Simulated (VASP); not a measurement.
Wanted: the native input for a VASP 6.6.1 run.

```
Task                   : single point
Functional             : LDA
Potentials or basis    : VASP PAW LDA potentials, release 64 (Mn_pv)
Cutoff                 : 520 eV
k mesh                 : 17 × 17 × 5
Occupations            : fermi-dirac, width 0.1 eV
Spin                   : no spin polarisation
Dipole correction      : no
Further INCAR settings : ALGO = Normal; EDIFF = 1e-06; NBANDS = 34
```

The structure of Mn lies in POSCAR:

```
Mn
1.0
    2.4011087737      0.0000000000      0.0000000000
   -1.2005543868      2.0794211953      0.0000000000
    0.0000000000      0.0000000000      7.7318475904
Mn
4
Direct
    1.0000000000      0.0000000000      1.0000000000
    1.0000000000      1.0000000000      0.5000000000
    0.3333333333      0.6666666667      0.2500000000
    0.6666666667      0.3333333333      0.7500000000
```

This cell differs from its parent crystal: volume scaled by 0.96.

The input as run:

INCAR

```
  PREC = Accurate
  ENCUT = 520
  EDIFF = 1E-6
  ISMEAR = -1
  SIGMA = 0.1
  LREAL = False
  LASPH = True
  NELM = 80
  ALGO = Normal
  ISIF = 2
  LWAVE = False
  LCHARG = False
  GGA = CA
  NBANDS = 34
```

KPOINTS

```
regular mesh
0
Gamma
  17 17 5
```

Potentials or basis: VASP PAW LDA potentials, release 64 (Mn_pv).

The run is started by

```console
$ cat potpaw_LDA.64/Mn_pv/POTCAR > POTCAR
$ mpirun -np 1 vasp_std > vasp.out
```

It gave:

```json
{"Pressure": "15.2 GPa", "Band gap on the k mesh": "zero (band 26 reaches 13.35 eV, above the bottom of band 27 at 10.87 eV)"}
```

Caveat: the run has no spin polarisation, though such a crystal can be magnetic.

Wall time 68 s on 1 thread of Intel(R) Xeon(R) 6975P-C (Granite Rapids) (shared host), peak memory 0.19 GiB.
